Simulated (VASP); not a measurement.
# KF (F-43m) in VASP: single point with HSE06

Aim: the single point of KF with HSE06.

Everything below comes from runs of VASP 6.6.1. Logs are shortened: lines on timing, memory, paths and dates and some standing lists are left out, and cuts for length are marked.

## 1. The cell of the first run

It takes space group F-43m (No. 216, cubic). Conventional cell: a = 5.807 Å, b = 5.807 Å, c = 5.807 Å, α = 90.00°, β = 90.00°, γ = 90.00°. K (site symmetry -43m) has 4 F at 2.51 Å within 3.3 Å. Within 3.3 Å of F (site symmetry -43m) lie 4 K at 2.51 Å.

## 2. Single point, HSE06 (strain -1.1%)

File POSCAR:

```
KF
1.0
    0.0000000000      2.9034055542      2.9034055542
    2.9034055542      0.0000000000      2.9034055542
    2.9034055542      2.9034055542      0.0000000000
K F
1 1
Direct
    0.0000000000      0.0000000000      0.0000000000
    0.2500000000      0.2500000000      0.2500000000
```

File INCAR.step1:

```
SYSTEM = KF
ALGO = Normal
EDIFF = 1E-5
ENCUT = 520
GGA = PE
ISIF = 2
ISMEAR = 0
LASPH = .True.
LCHARG = .False.
LREAL = .False.
LWAVE = .True.
NBANDS = 15
NELM = 80
PREC = Accurate
SIGMA = 0.01
```

File INCAR.step2:

```
SYSTEM = KF
ALGO = Normal
EDIFF = 1E-6
ENCUT = 520
GGA = PE
HFSCREEN = 0.2079
ISIF = 2
ISMEAR = 0
ISTART = 1
LASPH = .True.
LCHARG = .False.
LHFCALC = .True.
LREAL = .False.
LWAVE = .False.
NBANDS = 15
NELM = 80
PREC = Accurate
PRECFOCK = Normal
SIGMA = 0.01
```

File KPOINTS:

```
k-points
0
Gamma
  6 6 6
  0 0 0
```

Potentials or basis: VASP PAW PBE potentials, release 64 (K_sv, F).

Started as:

```console
$ cat potpaw_PBE.64/K_sv/POTCAR potpaw_PBE.64/F/POTCAR > POTCAR
$ cp INCAR.step1 INCAR
$ mpirun -np 1 vasp_std > vasp.out
$ cp INCAR.step2 INCAR
$ mpirun -np 1 vasp_std > vasp.out
```

OUTCAR:

```text
SYSTEM = KF
   EDIFF = 1E-6
   ENCUT = 520
   GGA = PE
   HFSCREEN = 0.2079
   ISIF = 2
   ISMEAR = 0
   ISTART = 1
   LASPH = .True.
   LHFCALC = .True.
   LREAL = .False.
   NELM = 80
   PREC = Accurate
   PRECFOCK = Normal

 ion  position               nearest neighbor table
   1  0.000  0.000  0.000-   2 2.51   2 2.51   2 2.51   2 2.51
   2  0.250  0.250  0.250-   1 2.51   1 2.51   1 2.51   1 2.51

  LATTYP: Found a face centered cubic cell.
 ALAT       =     5.8068111084

  Lattice vectors:

 A1 = (   0.0000000000,   2.9034055542,   2.9034055542)
 A2 = (   2.9034055542,   0.0000000000,   2.9034055542)
 A3 = (   2.9034055542,   2.9034055542,   0.0000000000)

Analysis of symmetry for initial positions (statically):
=====================================================================
 Subroutine PRICEL returns:
 Original cell was already a primitive cell.

 Routine SETGRP: Setting up the symmetry group for a
 face centered cubic supercell.

 Subroutine GETGRP returns: Found 24 space group operations
 (whereof 24 operations were pure point group operations)
 out of a pool of 48 trial point group operations.

The static configuration has the point symmetry T_d .

Analysis of symmetry for dynamics (positions and initial velocities):
=====================================================================
 Subroutine PRICEL returns:
 Original cell was already a primitive cell.

 Routine SETGRP: Setting up the symmetry group for a
 face centered cubic supercell.

 Subroutine GETGRP returns: Found 24 space group operations
 (whereof 24 operations were pure point group operations)
 out of a pool of 48 trial point group operations.

The dynamic configuration has the point symmetry T_d .

 Subroutine INISYM returns: Found 24 space group operations
 (whereof 24 operations are pure point group operations),
 and found     1 'primitive' translations

----------------------------------------------------------------------------------------

                                     Primitive cell

  volume of cell :      48.9500

  direct lattice vectors                    reciprocal lattice vectors
     0.000000000  2.903405554  2.903405554    -0.172211560  0.172211560  0.172211560
     2.903405554  0.000000000  2.903405554     0.172211560 -0.172211560  0.172211560
     2.903405554  2.903405554  0.000000000     0.172211560  0.172211560 -0.172211560

  length of vectors
[... 90 lines left out ...]
   IALGO  =     38    algorithm
   IMIX   =      1    mixing-type and parameters
     AMIX     =   0.40;   BMIX     =  1.00
     AMIX_MAG =   1.60;   BMIX_MAG =  1.00
  volume/ion in A,a.u.               =      24.48       165.17
  Fermi-wavevector in a.u.,A,eV,Ry     =   1.127709  2.131061 17.302910  1.271728
  Thomas-Fermi vector in A             =   2.264396
   LORBIT       =      0    0 simple, 1 ext, 2 COOP (PROOUT), +10 PAW based schemes
   GGA     = PE    functional components
   LHFCALC =     T    Hartree Fock is set to
   PRECFOCK=normal    Normal, Fast or Accurate (Low or Medium for compatibility)
   ENCUT4O =  -1.0   cutoff for four orbital integrals eV
   NKREDX  =     1    reduce k-point grid by
   NKREDY  =     1    reduce k-point grid by
   NKREDZ  =     1    reduce k-point grid by
   AEXX    =    0.2500 exact exchange contribution
   HFSCREEN=    0.2079 screening length (either q_TF or 0.3 A-1)
   HFSCREENC=   0.2079 screening length for correlation (either q_TF or 0.3 A-1)
   ENCUTFOCK=  -1.0 apply spherical cutoff to Coloumb kernel
   IVDW    =     0    specifies the selected vdW correction
   LEPSILON=     F    determine dielectric tensor
   LRPA    =     F    only Hartree local field effects (RPA)
 non-spin polarized calculation
 Gauss-broadening in eV      SIGMA  =   0.01
  energy-cutoff  :      520.00
  volume of cell :       48.95
 maximum number of plane-waves:      1363
 NGX is ok and might be reduce to    32
  NGX = 24; NGY = 24; NGZ = 24

 number of electron      15.9999993 magnetization

 Free energy of the ion-electron system (eV)
  ---------------------------------------------------
  ext. energy  EPLUGINS =         0.00000000
  ---------------------------------------------------
  free energy    TOTEN  =        -9.76437202 eV

  energy without entropy =       -9.76437202  energy(sigma->0) =       -9.76437202

 E-fermi :  -4.9593     XC(G=0):  -5.9264

 val. band max:       -5.1242827019   @ k =  -0.3333   0.5000   0.1667
 cond. band min:       1.9984158583   @ k =   0.0000   0.0000   0.0000
 fundamental gap:      7.1226985602
 Fermi energy:        -4.9593022137

 k-point     1 :       0.0000    0.0000    0.0000
  band No.  band energies     occupation
      1     -32.7467      2.00000
      2     -25.2236      2.00000
      3     -14.7853      2.00000
      4     -14.7853      2.00000
      5     -14.7853      2.00000
      6      -5.3662      2.00000
      7      -5.3662      2.00000
      8      -5.3662      2.00000
      9       1.9984      0.00000
     10       9.1721      0.00000
     11       9.1721      0.00000
     12       9.3077      0.00000
     13       9.3077      0.00000
     14       9.3077      0.00000
[... 257 lines left out ...]
      2     -25.3518      2.00000
      3     -14.9975      2.00000
      4     -14.9416      2.00000
      5     -14.7400      2.00000
      6      -5.4947      2.00000
      7      -5.2289      2.00000
      8      -5.1243      2.00000
      9       5.2018      0.00000
     10       5.5356      0.00000
     11       9.0759      0.00000
     12       9.5969      0.00000
     13      10.5339      0.00000
     14      11.1133      0.00000
     15      11.3982      0.00000

------------------------ aborting loop because EDIFF is reached ----------------------------------------

  FORCE on cell =-STRESS in cart. coord.  units (eV):
  Direction    XX          YY          ZZ          XY          YZ          ZX
  --------------------------------------------------------------------------------------
  -------------------------------------------------------------------------------------
  Total        0.4262804      0.4262804      0.4262804      0.0000000      0.0000000     -0.0000000
  in kB       13.9525258     13.9525258     13.9525258      0.0000000      0.0000000     -0.0000000
  external PRESSURE =      13.9525258 kB  Pullay stress =       0.0000000 kB

 VOLUME and BASIS-vectors are now :
 -----------------------------------------------------------------------------
  energy-cutoff  :      520.00
  volume of cell :       48.95
      direct lattice vectors                 reciprocal lattice vectors
     0.000000000  2.903405554  2.903405554    -0.172211560  0.172211560  0.172211560
     2.903405554  0.000000000  2.903405554     0.172211560 -0.172211560  0.172211560
     2.903405554  2.903405554  0.000000000     0.172211560  0.172211560 -0.172211560

 POSITION                                       TOTAL-FORCE (eV/Angst)
 -----------------------------------------------------------------------------------
      0.00000      0.00000      0.00000         0.000000     -0.000000      0.000000
      1.45170      1.45170      1.45170        -0.000000      0.000000     -0.000000
 -----------------------------------------------------------------------------------
    total drift:                               -0.000001      0.000000      0.000000

  FREE ENERGIE OF THE ION-ELECTRON SYSTEM (eV)
  ---------------------------------------------------
  free  energy   TOTEN  =        -9.7643720225 eV

  energy  without entropy=       -9.7643720225  energy(sigma->0) =       -9.76437202
```

OUTCAR.step1:

```text
SYSTEM = KF
   EDIFF = 1E-5
   ENCUT = 520
   GGA = PE
   ISIF = 2
   ISMEAR = 0
[... 500 lines left out ...]
      0.00000      0.00000      0.00000         0.000000     -0.000000     -0.000000
      1.45170      1.45170      1.45170        -0.000000      0.000000      0.000000
 -----------------------------------------------------------------------------------
    total drift:                                0.000000      0.000000      0.000000

  FREE ENERGIE OF THE ION-ELECTRON SYSTEM (eV)
  ---------------------------------------------------
  free  energy   TOTEN  =        -8.1057065664 eV

  energy  without entropy=       -8.1057065664  energy(sigma->0) =       -8.10570657
```

It took 63 min on 1 thread of Intel Xeon 8259CL, shared host; peak memory 0.3 GiB.

Results:

```yaml
Free_energy: -9.7644 eV
Pressure: 1.4 GPa
Band_gap_on_the_k_mesh: 7.12 eV (least direct gap 7.36 eV)
```

Caveat: the cell differs from its parent crystal (strain -1.1%); the structure was generated, so it needn't be the stable form of KF; the PAW data sets were made with another functional, which shifts forces and pressure a little.
